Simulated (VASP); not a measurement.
# Si12H6C in VASP: single point with PBE

Aim: the single point of Si12H6C with PBE.

All numbers are computed with VASP 6.6.1; they aren't measurements. Logs are shortened: lines on timing, memory, paths and dates and some standing lists are left out, and cuts for length are marked.

### Step 1. The cell of the first run

The cell holds a slab with vacuum, 38 atoms: a = 7.681 Å, b = 7.681 Å, c = 22.809 Å, α = 90.00°, β = 90.00°, γ = 90.00°.

### Step 2. Single point, PBE

File INCAR:

```
PREC = Accurate
ENCUT = 520
EDIFF = 1E-6
ISMEAR = 0
SIGMA = 0.05
LREAL = Auto
LASPH = True
NELM = 120
ALGO = Normal
ISIF = 2
LWAVE = False
LCHARG = True
LDIPOL = True
IDIPOL = 3
DIPOL = 0.5 0.5 0.514
GGA = PE
LELF = True
LVHAR = True
LVACPOTAV = True
NBANDS = 83
GGA_COMPAT = False
NELMDL = -8
```

File KPOINTS:

```
regular mesh
0
Gamma
  3 3 1
```

File POSCAR:

```
Si12H6C
1.0
    7.6805938572      0.0000000000      0.0000000000
    0.0000000000      7.6805938572      0.0000000000
    0.0000000000      0.0000000000     22.8087500000
Si H C
24 12 2
Direct
    0.0828981807      0.0270155011      0.6762315697
    0.1135484352      0.5179247877      0.6384035038
    0.4003808485      0.0352536423      0.6649042797
    0.4150489813      0.4783828317      0.6614772025
    0.0107956073      0.2489063623      0.6058516623
    0.0096938834      0.7896728616      0.6141084488
    0.4829377172      0.2498527676      0.5969360037
    0.4954095950      0.7598521850      0.6213632507
    0.2410599879      0.2457163694      0.5374022256
    0.2608129023      0.7381034228      0.5513370864
    0.7526032396      0.2525638684      0.5492621269
    0.7483190596      0.7576039743      0.5576721844
    0.2461878068     -0.0147251440      0.4861353729
    0.2524263669      0.5019616977      0.4841969999
    0.7478277672     -0.0015893464      0.4911395886
    0.7527839641      0.5088389513      0.4924793237
   -0.0056317753     -0.0039525164      0.4283439526
   -0.0028958813      0.5039255330      0.4283374197
    0.5006374250     -0.0023358325      0.4287025195
    0.5072533750      0.5019295808      0.4283430370
    0.0000000000      0.2500000000      0.3691565737
    0.0000000000      0.7500000000      0.3691565737
    0.5000000000      0.2500000000      0.3691565737
    0.5000000000      0.7500000000      0.3691565737
   -0.1510299882      0.2500000000      0.3288211761
    0.1510299882      0.2500000000      0.3288211761
   -0.1510299882      0.7500000000      0.3288211761
    0.1510299882      0.7500000000      0.3288211761
    0.3489700118      0.2500000000      0.3288211761
    0.6510299882      0.2500000000      0.3288211761
    0.3489700118      0.7500000000      0.3288211761
    0.6510299882      0.7500000000      0.3288211761
    0.4694733312      0.0931117548      0.7729278489
    0.6439426575      0.1492967035      0.7260135182
    0.3218206005      0.3644558805      0.7592470540
    0.5425609851      0.4249938847      0.7627766808
    0.5017295283      0.1586527201      0.7314182062
    0.4467814264      0.3540947545      0.7359777786
```

Potentials or basis: VASP PAW PBE potentials, release 64 (Si, H, C).

Launch:

```
> cat potpaw_PBE.64/Si/POTCAR potpaw_PBE.64/H/POTCAR potpaw_PBE.64/C/POTCAR > POTCAR
> mpirun -np 1 vasp_std > vasp.out
```

OUTCAR:

```text
PREC = Accurate
   ENCUT = 520
   EDIFF = 1E-6
   ISMEAR = 0
   LREAL = Auto
   LASPH = True
   NELM = 120
   ISIF = 2
   GGA = PE
   NELMDL = -8

 ion  position               nearest neighbor table
   1  0.083  0.027  0.676-   6 2.38   5 2.41   3 2.45
   2  0.114  0.518  0.638-   6 2.30   5 2.33   4 2.39  10 2.84
   3  0.400  0.035  0.665-  37 1.95   7 2.35   8 2.45   1 2.45
   4  0.415  0.478  0.661-  38 1.96   7 2.35   2 2.39   8 2.43
   5  0.011  0.249  0.606-   2 2.33   9 2.36  11 2.37   1 2.41
   6  0.010  0.790  0.614-   2 2.30   1 2.38  12 2.40  10 2.43
   7  0.483  0.250  0.597-   9 2.30  11 2.34   4 2.35   3 2.35
   8  0.495  0.760  0.621-  10 2.41  12 2.43   4 2.43   3 2.45
   9  0.241  0.246  0.537-   7 2.30  14 2.31  13 2.32   5 2.36
  10  0.261  0.738  0.551-  14 2.37   8 2.41  13 2.41   6 2.43   2 2.84
  11  0.753  0.253  0.549-   7 2.34  16 2.36  15 2.36   5 2.37
  12  0.748  0.758  0.558-  15 2.39   6 2.40  16 2.42   8 2.43
  13  0.246  0.985  0.486-   9 2.32  17 2.34  19 2.35  10 2.41
  14  0.252  0.502  0.484-   9 2.31  20 2.34  18 2.34  10 2.37
  15  0.748  0.998  0.491-  11 2.36  19 2.37  17 2.37  12 2.39
  16  0.753  0.509  0.492-  11 2.36  18 2.38  20 2.39  12 2.42
  17  0.994  0.996  0.428-  22 2.32  13 2.34  21 2.37  15 2.37
  18  0.997  0.504  0.428-  22 2.32  14 2.34  21 2.37  16 2.38
  19  0.501  0.998  0.429-  24 2.34  13 2.35  23 2.37  15 2.37
  20  0.507  0.502  0.428-  14 2.34  24 2.34  23 2.36  16 2.39
  21  0.000  0.250  0.369-  25 1.48  26 1.48  18 2.37  17 2.37
  22  0.000  0.750  0.369-  27 1.48  28 1.48  18 2.32  17 2.32
  23  0.500  0.250  0.369-  29 1.48  30 1.48  20 2.36  19 2.37
  24  0.500  0.750  0.369-  31 1.48  32 1.48  20 2.34  19 2.34
  25  0.849  0.250  0.329-  21 1.48
  26  0.151  0.250  0.329-  21 1.48
  27  0.849  0.750  0.329-  22 1.48
  28  0.151  0.750  0.329-  22 1.48
  29  0.349  0.250  0.329-  23 1.48
  30  0.651  0.250  0.329-  23 1.48
  31  0.349  0.750  0.329-  24 1.48
  32  0.651  0.750  0.329-  24 1.48
  33  0.469  0.093  0.773-  37 1.10
  34  0.644  0.149  0.726-  37 1.10
  35  0.322  0.364  0.759-  38 1.10
  36  0.543  0.425  0.763-  38 1.10
  37  0.502  0.159  0.731-  33 1.10  34 1.10  38 1.56   3 1.95
  38  0.447  0.354  0.736-  35 1.10  36 1.10  37 1.56   4 1.96

  LATTYP: Found a simple tetragonal cell.
 ALAT       =     7.6805938572
 C/A-ratio  =     2.9696596935

  Lattice vectors:

 A1 = (   7.6805938572,   0.0000000000,   0.0000000000)
 A2 = (   0.0000000000,   7.6805938572,   0.0000000000)
 A3 = (   0.0000000000,   0.0000000000,  22.8087500000)

Analysis of symmetry for initial positions (statically):
=====================================================================
 Subroutine PRICEL returns:
 Original cell was already a primitive cell.

 Routine SETGRP: Setting up the symmetry group for a
 simple tetragonal supercell.

 Subroutine GETGRP returns: Found  1 space group operations
 (whereof  1 operations were pure point group operations)
 out of a pool of 16 trial point group operations.

The static configuration has the point symmetry C_1 .

Analysis of symmetry for dynamics (positions and initial velocities):
=====================================================================
 Subroutine PRICEL returns:
 Original cell was already a primitive cell.

 Routine SETGRP: Setting up the symmetry group for a
 simple tetragonal supercell.

 Subroutine GETGRP returns: Found  1 space group operations
 (whereof  1 operations were pure point group operations)
 out of a pool of 16 trial point group operations.

The dynamic configuration has the point symmetry C_1 .

 Subroutine INISYM returns: Found  1 space group operations
 (whereof  1 operations are pure point group operations),
 and found     1 'primitive' translations

----------------------------------------------------------------------------------------

                                     Primitive cell

  volume of cell :    1345.5229

  direct lattice vectors                    reciprocal lattice vectors
     7.680593857  0.000000000  0.000000000     0.130198266  0.000000000  0.000000000
     0.000000000  7.680593857  0.000000000     0.000000000  0.130198266  0.000000000
[... 86 lines left out ...]
----------------------------------------------------------------------------------------

 KPOINTS: regular mesh

Automatic generation of k-mesh.
 Grid dimensions read from file:
 generate k-points for:    3    3    1

 Generating k-lattice:

  Cartesian coordinates                     Fractional coordinates (reciprocal lattice)
     0.043399422  0.000000000  0.000000000     0.333333333  0.000000000  0.000000000
     0.000000000  0.043399422  0.000000000     0.000000000  0.333333333  0.000000000
     0.000000000  0.000000000  0.043842823     0.000000000  0.000000000  1.000000000

  Length of vectors
     0.043399422  0.043399422  0.043842823

  Shift w.r.t. Gamma in fractional coordinates (k-lattice)
     0.000000000  0.000000000  0.000000000

 Subroutine IBZKPT returns following result:
 ===========================================

 Found      5 irreducible k-points:

 Following reciprocal coordinates:
            Coordinates               Weight
  0.000000  0.000000  0.000000      1.000000
  0.333333  0.000000  0.000000      2.000000
  0.000000  0.333333  0.000000      2.000000
  0.333333  0.333333  0.000000      2.000000
 -0.333333  0.333333  0.000000      2.000000
   k-points           NKPTS =      5   k-points in BZ     NKDIM =      5   number of bands    NBANDS=     83
   number of dos      NEDOS =    301   number of ions     NIONS =     38
   total plane-waves  NPLWV = 648000
   dimension x,y,z NGX =    60 NGY =   60 NGZ =  180
   dimension x,y,z NGXF=   120 NGYF=  120 NGZF=  360
   ions per type =              24  12   2
   NGX,Y,Z   is equivalent  to a cutoff of  12.99, 12.99, 13.12 a.u.
   NGXF,Y,Z  is equivalent  to a cutoff of  25.97, 25.97, 26.24 a.u.
 SYSTEM =  unknown system
   PREC   = accura    normal or accurate (medium, high low for compatibility)
   ISTART =      0    job   : 0-new  1-cont  2-samecut
   ICHARG =      2    charge: 1-file 2-atom 10-const
   ISPIN  =      1    spin polarized calculation?
   LNONCOLLINEAR =      F non collinear calculations
   LSORBIT =      F    spin-orbit coupling
   LASPH  =      T    aspherical Exc in radial PAW
   ENCUT  =  520.0 eV  38.22 Ry    6.18 a.u.  14.28 14.28 42.41*2*pi/ulx,y,z
   NELM   =    120;   NELMIN=  2; NELMDL= -8     # of ELM steps
   EDIFF  = 0.1E-05   stopping-criterion for ELM
   LREAL  =      T    real-space projection
   EDIFFG = 0.1E-04   stopping-criterion for IOM
   NSW    =      0    number of steps for IOM
   IBRION =     -1    ionic relax: 0-MD 1-quasi-New 2-CG
   NFREE  =      0    steps in history (QN), initial steepest desc. (CG)
   ISIF   =      2    stress and relaxation
   ISYM   =      2    0-nonsym 1-usesym 2-fastsym
   POTIM  = 0.5000    time-step for ionic-motion
   TEBEG  =    0.0;   TEEND  =   0.0 temperature during run
   PSTRESS=    0.0 pullay stress
   NELECT =     116.0000    total number of electrons
   NUPDOWN=      -1.0000    fix difference up-down
   EMIN   =  10.00;   EMAX   =-10.00  energy-range for DOS
   EFERMI =   0.00;   METHOD = LEGACY
   ISMEAR =     0;   SIGMA  =   0.05  broadening in eV -4-tet -1-fermi 0-gaus
   EFERMI_NEDOS =   21; number of points for ismear=-14 and -15
   IALGO  =     38    algorithm
   IMIX   =      4    mixing-type and parameters
     AMIX     =   0.40;   BMIX     =  1.00
     AMIX_MAG =   1.60;   BMIX_MAG =  1.00
  volume/ion in A,a.u.               =      35.41       238.95
  Fermi-wavevector in a.u.,A,eV,Ry     =   0.723209  1.366667  7.116272  0.523031
  Thomas-Fermi vector in A             =   1.813367
   LORBIT       =      0    0 simple, 1 ext, 2 COOP (PROOUT), +10 PAW based schemes
   GGA     = PE    functional components
   LHFCALC =     F    Hartree Fock is set to
   AEXX    =    0.0000 exact exchange contribution
   IVDW    =     0    specifies the selected vdW correction
   LEPSILON=     F    determine dielectric tensor
   LRPA    =     F    only Hartree local field effects (RPA)
 non-spin polarized calculation
 Gauss-broadening in eV      SIGMA  =   0.05
  energy-cutoff  :      520.00
  volume of cell :     1345.52
 maximum number of plane-waves:     36234
 NGX is ok and might be reduce to    60
   NGX = 29   NGY = 29   NGZ = 85

 dipolmoment           0.000000      0.000000      0.000038 electrons x Angstroem

 number of electron     116.0000003 magnetization

 dipolmoment           0.000000      0.000000     -0.135950 electrons x Angstroem

 Free energy of the ion-electron system (eV)
  ---------------------------------------------------
  ext. energy  EPLUGINS =         0.00000000
  ---------------------------------------------------
  free energy    TOTEN  =      -184.49074104 eV

  energy without entropy =     -184.49074104  energy(sigma->0) =     -184.49074104

 E-fermi :  -0.5050     XC(G=0):  -4.4666

 val. band max:       -0.7495536217   @ k =   0.3333   0.3333   0.0000
 cond. band min:      -0.1919597768   @ k =   0.0000   0.0000   0.0000
 fundamental gap:      0.5575938449
 Fermi energy:        -0.5050473255

 k-point     1 :       0.0000    0.0000    0.0000
  band No.  band energies     occupation
      1     -15.0163      2.00000
      2     -12.1679      2.00000
      3     -11.5983      2.00000
      4     -11.3096      2.00000
      5     -10.3394      2.00000
      6     -10.2796      2.00000
[... 354 lines left out ...]
     69       2.3837      0.00000
     70       2.4441      0.00000
 [bands above 70 left out]

------------------------ aborting loop because EDIFF is reached ----------------------------------------

  FORCE on cell =-STRESS in cart. coord.  units (eV):
  Direction    XX          YY          ZZ          XY          YZ          ZX
  --------------------------------------------------------------------------------------
  -------------------------------------------------------------------------------------
  Total       13.4792833     -2.7319530     -0.2467652     -0.8672730      0.0300466      0.0023768
  in kB       16.0504161     -3.2530648     -0.2938350     -1.0327028      0.0357779      0.0028302
  external PRESSURE =       4.1678388 kB  Pullay stress =       0.0000000 kB

 VOLUME and BASIS-vectors are now :
 -----------------------------------------------------------------------------
  energy-cutoff  :      520.00
  volume of cell :     1345.52
      direct lattice vectors                 reciprocal lattice vectors
     7.680593857  0.000000000  0.000000000     0.130198266  0.000000000  0.000000000
     0.000000000  7.680593857  0.000000000     0.000000000  0.130198266  0.000000000
     0.000000000  0.000000000 22.808750000     0.000000000  0.000000000  0.043842823

 POSITION                                       TOTAL-FORCE (eV/Angst)
 -----------------------------------------------------------------------------------
      0.63671      0.20750     15.42400         0.000140      0.001748     -0.005120
      0.87212      3.97797     14.56119        -0.003772      0.003525     -0.003759
      3.07516      0.27077     15.16564         0.004359     -0.004127     -0.015771
      3.18782      3.67426     15.08747         0.003775     -0.001826     -0.012998
      0.08292      1.91175     13.81872        -0.000980      0.001047     -0.002600
      0.07445      6.06516     14.00705         0.003065     -0.004875     -0.001569
[... 30 lines left out ...]
      3.85358      1.21855     16.68274        -0.014366     -0.009239     -0.004819
      3.43155      2.71966     16.78673        -0.004431      0.006203     -0.021358
 -----------------------------------------------------------------------------------
    total drift:                               -0.010200      0.007130      0.004981

  FREE ENERGIE OF THE ION-ELECTRON SYSTEM (eV)
  ---------------------------------------------------
  free  energy   TOTEN  =      -184.4907410433 eV

  energy  without entropy=     -184.4907410433  energy(sigma->0) =     -184.49074104

 vacuum level on the upper side and lower side of the slab         3.675         4.092
```

Run time: 51 min. Hardware: 1 thread of Intel Xeon 8259CL, shared host; peak memory 1.4 GiB.

What came out:

```
Free energy            : -184.4907 eV
Largest force          : 0.446 eV/Å
Band gap on the k mesh : 0.56 eV (least direct gap 0.79 eV)
```

Forces in eV/Å, atoms in the order of the input:
```
Si   0.000  0.002 -0.005
Si  -0.004  0.004 -0.004
Si   0.004 -0.004 -0.016
Si   0.004 -0.002 -0.013
Si  -0.001  0.001 -0.003
Si   0.003 -0.005 -0.002
Si  -0.004  0.000 -0.006
Si  -0.003 -0.001 -0.002
Si   0.004  0.001  0.005
Si  -0.002  0.002 -0.004
Si   0.000  0.001  0.000
Si   0.003  0.002 -0.002
Si   0.001  0.003  0.000
Si  -0.001 -0.001  0.005
Si  -0.001  0.004  0.000
Si   0.000 -0.003  0.002
Si  -0.002 -0.005 -0.001
Si   0.000  0.005 -0.002
Si   0.000 -0.003  0.003
Si   0.000 -0.001 -0.001
Si  -0.130  0.030  0.312
Si  -0.315 -0.005 -0.315
Si   0.179  0.003  0.219
Si   0.263  0.000 -0.138
H    0.109 -0.015 -0.011
H   -0.102  0.000  0.035
H    0.136 -0.014 -0.079
H   -0.104  0.016  0.021
H    0.101  0.045  0.034
H   -0.115 -0.078 -0.030
H    0.103 -0.016  0.030
H   -0.123  0.033 -0.054
H   -0.005 -0.013  0.023
H    0.024 -0.004 -0.006
H   -0.024  0.003  0.014
H    0.020  0.018  0.016
C   -0.014 -0.009 -0.005
C   -0.004  0.006 -0.021
```
